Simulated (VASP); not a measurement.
# Pt (Fm-3m) in VASP: a series of runs

Pt is run at these levels: PBEsol; tasks: relaxation of cell and atoms.

Everything below comes from runs of VASP 6.6.1. Logs are shortened: lines on timing, memory, paths and dates and some standing lists are left out, and cuts for length are marked.

## 1. The cell of the first run

It takes space group Fm-3m (No. 225, cubic). Conventional cell: a = 3.922 Å, b = 3.922 Å, c = 3.922 Å, α = 90.00°, β = 90.00°, γ = 90.00°. Within 3.7 Å of Pt (site symmetry m-3m) lie 12 Pt at 2.77 Å.

## 2. Relaxation of cell and atoms, PBEsol, target pressure 30 GPa, at which the enthalpy is minimised

Contents of INCAR:

```
ALGO = Normal ; EDIFF = 1E-7
EDIFFG = -0.03 ; ENCUT = 500
GGA = PS ; GGA_COMPAT = F
IBRION = 2 ; ISIF = 3
ISMEAR = -1 ; LASPH = T
LCHARG = F ; LREAL = F
LWAVE = F ; NELM = 120
NELMIN = 4 ; NSW = 80
PREC = Accurate ; PSTRESS = 300.0
SIGMA = 0.1
```

Contents of KPOINTS:

```
k-points
0
Gamma
  19 19 19
```

Contents of POSCAR:

```
Pt
1.0
    0.0000000000      1.9609000000      1.9609000000
    1.9609000000      0.0000000000      1.9609000000
    1.9609000000      1.9609000000      0.0000000000
Pt
1
Direct
    0.0000000000      0.0000000000      0.0000000000
```

Potentials or basis: VASP PAW PBE potentials, release 64 (Pt).

Launch:

```
$ cat potpaw_PBE.64/Pt/POTCAR > POTCAR
$ mpirun -np 1 vasp_std > vasp.out
```

OUTCAR:

```text
EDIFF = 1E-7
   EDIFFG = -0.03
   ENCUT = 500
   GGA = PS
   IBRION = 2
   ISIF = 3
   ISMEAR = -1
   LASPH = T
   LREAL = F
   NELM = 120
   NELMIN = 4
   NSW = 80
   PREC = Accurate
   PSTRESS = 300.0

 ion  position               nearest neighbor table
   1  0.000  0.000  0.000-

  LATTYP: Found a face centered cubic cell.
 ALAT       =     3.9218000000

  Lattice vectors:

 A1 = (   0.0000000000,   1.9609000000,   1.9609000000)
 A2 = (   1.9609000000,   0.0000000000,   1.9609000000)
 A3 = (   1.9609000000,   1.9609000000,   0.0000000000)

Analysis of symmetry for initial positions (statically):
=====================================================================
 Subroutine PRICEL returns:
 Original cell was already a primitive cell.

 Routine SETGRP: Setting up the symmetry group for a
 face centered cubic supercell.

 Subroutine GETGRP returns: Found 48 space group operations
 (whereof 48 operations were pure point group operations)
 out of a pool of 48 trial point group operations.

The static configuration has the point symmetry O_h .

Analysis of symmetry for dynamics (positions and initial velocities):
=====================================================================
 Subroutine PRICEL returns:
 Original cell was already a primitive cell.

 Routine SETGRP: Setting up the symmetry group for a
 face centered cubic supercell.

 Subroutine GETGRP returns: Found 48 space group operations
 (whereof 48 operations were pure point group operations)
 out of a pool of 48 trial point group operations.

The dynamic configuration has the point symmetry O_h .

 Subroutine INISYM returns: Found 48 space group operations
 (whereof 48 operations are pure point group operations),
 and found     1 'primitive' translations

----------------------------------------------------------------------------------------

                                     Primitive cell

  volume of cell :      15.0798

  direct lattice vectors                    reciprocal lattice vectors
     0.000000000  1.960900000  1.960900000    -0.254984956  0.254984956  0.254984956
     1.960900000  0.000000000  1.960900000     0.254984956 -0.254984956  0.254984956
     1.960900000  1.960900000  0.000000000     0.254984956  0.254984956 -0.254984956

  length of vectors
     2.773131374  2.773131374  2.773131374     0.441646899  0.441646899  0.441646899

  position of ions in fractional coordinates (direct lattice)
     0.000000000  0.000000000  0.000000000

  ion indices of the primitive-cell ions
   primitive index   ion index
                 1           1

----------------------------------------------------------------------------------------

 KPOINTS: k-points

Automatic generation of k-mesh.
 Grid dimensions read from file:
 generate k-points for:   19   19   19

 Generating k-lattice:

  Cartesian coordinates                     Fractional coordinates (reciprocal lattice)
    -0.013420261  0.013420261  0.013420261     0.052631579  0.000000000  0.000000000
     0.013420261 -0.013420261  0.013420261     0.000000000  0.052631579  0.000000000
     0.013420261  0.013420261 -0.013420261     0.000000000  0.000000000  0.052631579

  Length of vectors
     0.023244574  0.023244574  0.023244574

  Shift w.r.t. Gamma in fractional coordinates (k-lattice)
     0.000000000  0.000000000  0.000000000

 Subroutine IBZKPT returns following result:
 ===========================================

 Found    220 irreducible k-points:

 Following reciprocal coordinates:
            Coordinates               Weight
  0.000000  0.000000  0.000000      1.000000
  0.052632  0.000000  0.000000      8.000000
  0.105263  0.000000  0.000000      8.000000
  0.157895  0.000000  0.000000      8.000000
  0.210526  0.000000  0.000000      8.000000
  0.263158  0.000000  0.000000      8.000000
[... 16 lines left out ...]
 -0.315789  0.052632  0.000000     24.000000
 -0.263158  0.052632  0.000000     24.000000
 [... further k-points ...]
   k-points           NKPTS =    220   k-points in BZ     NKDIM =    220   number of bands    NBANDS=      9
   number of dos      NEDOS =    301   number of ions     NIONS =      1
   total plane-waves  NPLWV =   8000
   dimension x,y,z NGX =    20 NGY =   20 NGZ =   20
   dimension x,y,z NGXF=    40 NGYF=   40 NGZF=   40
   ions per type =               1
   NGX,Y,Z   is equivalent  to a cutoff of  11.99, 11.99, 11.99 a.u.
   NGXF,Y,Z  is equivalent  to a cutoff of  23.98, 23.98, 23.98 a.u.
 SYSTEM =  unknown system
   PREC   = accura    normal or accurate (medium, high low for compatibility)
   ISTART =      0    job   : 0-new  1-cont  2-samecut
   ICHARG =      2    charge: 1-file 2-atom 10-const
   ISPIN  =      1    spin polarized calculation?
   LNONCOLLINEAR =      F non collinear calculations
   LSORBIT =      F    spin-orbit coupling
   LASPH  =      T    aspherical Exc in radial PAW
   ENCUT  =  500.0 eV  36.75 Ry    6.06 a.u.   5.06  5.06  5.06*2*pi/ulx,y,z
   NELM   =    120;   NELMIN=  4; NELMDL= -5     # of ELM steps
   EDIFF  = 0.1E-06   stopping-criterion for ELM
   LREAL  =      F    real-space projection
   EDIFFG = -.3E-01   stopping-criterion for IOM
   NSW    =     80    number of steps for IOM
   IBRION =      2    ionic relax: 0-MD 1-quasi-New 2-CG
   NFREE  =      1    steps in history (QN), initial steepest desc. (CG)
   ISIF   =      3    stress and relaxation
   ISYM   =      2    0-nonsym 1-usesym 2-fastsym
   POTIM  = 0.5000    time-step for ionic-motion
   TEBEG  =    0.0;   TEEND  =   0.0 temperature during run
   PSTRESS=  300.0 pullay stress
   NELECT =      10.0000    total number of electrons
   NUPDOWN=      -1.0000    fix difference up-down
   EMIN   =  10.00;   EMAX   =-10.00  energy-range for DOS
   EFERMI =   0.00;   METHOD = LEGACY
   ISMEAR =    -1;   SIGMA  =   0.10  broadening in eV -4-tet -1-fermi 0-gaus
   EFERMI_NEDOS =   21; number of points for ismear=-14 and -15
   IALGO  =     38    algorithm
   IMIX   =      4    mixing-type and parameters
     AMIX     =   0.40;   BMIX     =  1.00
     AMIX_MAG =   1.60;   BMIX_MAG =  1.00
  volume/ion in A,a.u.               =      15.08       101.76
  Fermi-wavevector in a.u.,A,eV,Ry     =   1.427609  2.697791 27.729605  2.038068
  Thomas-Fermi vector in A             =   2.547760
   LORBIT       =      0    0 simple, 1 ext, 2 COOP (PROOUT), +10 PAW based schemes
   GGA     = PS    functional components
   LHFCALC =     F    Hartree Fock is set to
   AEXX    =    0.0000 exact exchange contribution
   IVDW    =     0    specifies the selected vdW correction
   LEPSILON=     F    determine dielectric tensor
   LRPA    =     F    only Hartree local field effects (RPA)
 conjugate gradient relaxation of ions
 non-spin polarized calculation
  energy-cutoff  :      500.00
  volume of cell :       15.08
 maximum number of plane-waves:       391
   NGX = 11   NGY = 11   NGZ = 11

--------------------------------------- Ionic step        1  -------------------------------------------

 number of electron      10.0000001 magnetization

 Free energy of the ion-electron system (eV)
  ---------------------------------------------------
  ext. energy  EPLUGINS =         0.00000000
  ---------------------------------------------------
  free energy    TOTEN  =        -6.99402621 eV

  energy without entropy =       -6.93972390  energy(sigma->0) =       -6.96687505

------------------------ aborting loop because EDIFF is reached ----------------------------------------

  FORCE on cell =-STRESS in cart. coord.  units (eV):
  Direction    XX          YY          ZZ          XY          YZ          ZX
  --------------------------------------------------------------------------------------
  -------------------------------------------------------------------------------------
  Total       -0.0813719     -0.0813719     -0.0813719     -0.0000000      0.0000000      0.0000000
  in kB       -8.6454701     -8.6454701     -8.6454701     -0.0000000      0.0000000      0.0000000
  external PRESSURE =    -308.6454701 kB  Pullay stress =     300.0000000 kB

 VOLUME and BASIS-vectors are now :
 -----------------------------------------------------------------------------
  energy-cutoff  :      500.00
  volume of cell :       15.08
      direct lattice vectors                 reciprocal lattice vectors
     0.000000000  1.960900000  1.960900000    -0.254984956  0.254984956  0.254984956
     1.960900000  0.000000000  1.960900000     0.254984956 -0.254984956  0.254984956
     1.960900000  1.960900000  0.000000000     0.254984956  0.254984956 -0.254984956
[... 118 lines left out ...]
  FREE ENERGIE OF THE ION-ELECTRON SYSTEM (eV)
  ---------------------------------------------------
  free  energy   TOTEN  =        -6.9058262156 eV

  energy  without entropy=       -6.8571121528  energy(sigma->0) =       -6.88146918

  enthalpy is  TOTEN    =        -4.3005639516 eV   P V=        2.6052622640

--------------------------------------- Ionic step        5  -------------------------------------------

 number of electron      10.0000000 magnetization

 Free energy of the ion-electron system (eV)
  ---------------------------------------------------
  ext. energy  EPLUGINS =         0.00000000
  ---------------------------------------------------
  free energy    TOTEN  =        -6.89108133 eV

  energy without entropy =       -6.84276659  energy(sigma->0) =       -6.86692396

 E-fermi :  12.8550     XC(G=0): -14.1442

 val. band max:       12.8533405044   @ k =   0.4211   0.1579   0.0000
 cond. band min:      12.8597638814   @ k =  -0.4211   0.3158   0.0526
 fundamental gap:      0.0064233770
 Fermi energy:        12.8549996968

 k-point     1 :       0.0000    0.0000    0.0000
  band No.  band energies     occupation
      1       1.5331      2.00000
      2       8.4711      2.00000
      3       8.4711      2.00000
      4       8.4711      2.00000
      5      10.9811      2.00000
      6      10.9811      2.00000
      7      27.1767      0.00000
      8      32.6343      0.00000
      9      32.6343      0.00000

 k-point     2 :       0.0526    0.0000    0.0000
  band No.  band energies     occupation
      1       1.6552      2.00000
      2       8.4110      2.00000
      3       8.5222      2.00000
      4       8.5222      2.00000
      5      10.9497      2.00000
      6      10.9497      2.00000
      7      27.3804      0.00000
      8      32.0131      0.00000
      9      32.8328      0.00000
[... 253 lines left out ...]
 k-point    24 :      -0.2632    0.0526    0.0000
  band No.  band energies     occupation
      1       4.1502      2.00000
      2       8.1292      2.00000
      3       8.8289      2.00000
      4       8.9078      2.00000
      5      11.0524      2.00000
      6      11.8497      1.99991
      7      25.6224      0.00000
      8      29.2278      0.00000
      9      34.7444      0.00000

 [... further k-points ...]

------------------------ aborting loop because EDIFF is reached ----------------------------------------

  FORCE on cell =-STRESS in cart. coord.  units (eV):
  Direction    XX          YY          ZZ          XY          YZ          ZX
  --------------------------------------------------------------------------------------
  -------------------------------------------------------------------------------------
  Total        2.5919858      2.5919858      2.5919858      0.0000000      0.0000000      0.0000000
  in kB      300.2463806    300.2463806    300.2463806      0.0000000      0.0000000      0.0000000
  external PRESSURE =       0.2463806 kB  Pullay stress =     300.0000000 kB

 VOLUME and BASIS-vectors are now :
 -----------------------------------------------------------------------------
  energy-cutoff  :      500.00
  volume of cell :       13.83
      direct lattice vectors                 reciprocal lattice vectors
    -0.000000000  1.905220048  1.905220048    -0.262436877  0.262436877  0.262436877
     1.905220048  0.000000000  1.905220048     0.262436877 -0.262436877  0.262436877
     1.905220048  1.905220048  0.000000000     0.262436877  0.262436877 -0.262436877

 POSITION                                       TOTAL-FORCE (eV/Angst)
 -----------------------------------------------------------------------------------
      0.00000      0.00000      0.00000        -0.000000      0.000000      0.000000
 -----------------------------------------------------------------------------------
    total drift:                                0.000000      0.000000      0.000000

  FREE ENERGIE OF THE ION-ELECTRON SYSTEM (eV)
  ---------------------------------------------------
  free  energy   TOTEN  =        -6.8910813279 eV

  energy  without entropy=       -6.8427665862  energy(sigma->0) =       -6.86692396

  enthalpy is  TOTEN    =        -4.3012224726 eV   P V=        2.5898588553

 reached required accuracy - stopping structural energy minimisation
```

It took 46 s on 1 thread of Intel Xeon Platinum 8559C (Emerald Rapids), shared host; peak memory 0.16 GiB.

What came out:

- Free energy: -6.8911 eV
- Relaxed volume: 13.83 Å³/atom
- Relaxed cell: a = 2.694 Å, b = 2.694 Å, c = 2.694 Å, α = 60.00°, β = 60.00°, γ = 60.00°
- Space group after relaxing (to 0.1 Å): Fm-3m (No. 225)
- Energy change on relaxing (the run minimises the enthalpy): +102.9 meV/atom
- Ionic steps: 5
- Pressure after relaxing: 30.0 GPa
- Band gap on the k mesh: zero (bands 5 and 6 overlap by 2.57 eV)

Step by step:
```csv
step,energy change (eV),largest force (eV/Å),pressure (GPa),volume (Å³)
1,0.0000,0.0000,-0.86,15.08
2,4.5225,0.0000,417.90,9.59
3,0.0711,0.0000,24.26,14.02
4,0.0882,0.0000,27.45,13.91
5,0.1029,0.0000,30.02,13.83
```

Final structure:
```yaml
crystal:
  lattice:
    - [0.00000, 1.90522, 1.90522]
    - [1.90522, 0.00000, 1.90522]
    - [1.90522, 1.90522, 0.00000]
  atoms:
    - { symbol: Pt, position: [0.00000, 0.00000, 0.00000] }
```

Caveat: the cell is relaxed towards a set pressure, so the run minimises the enthalpy, not the energy; the PAW data sets were made with another functional, which shifts forces and pressure a little; spin-orbit coupling is left out, which moves the levels of the heavy elements.

(Part 1 of 2 ends here.)
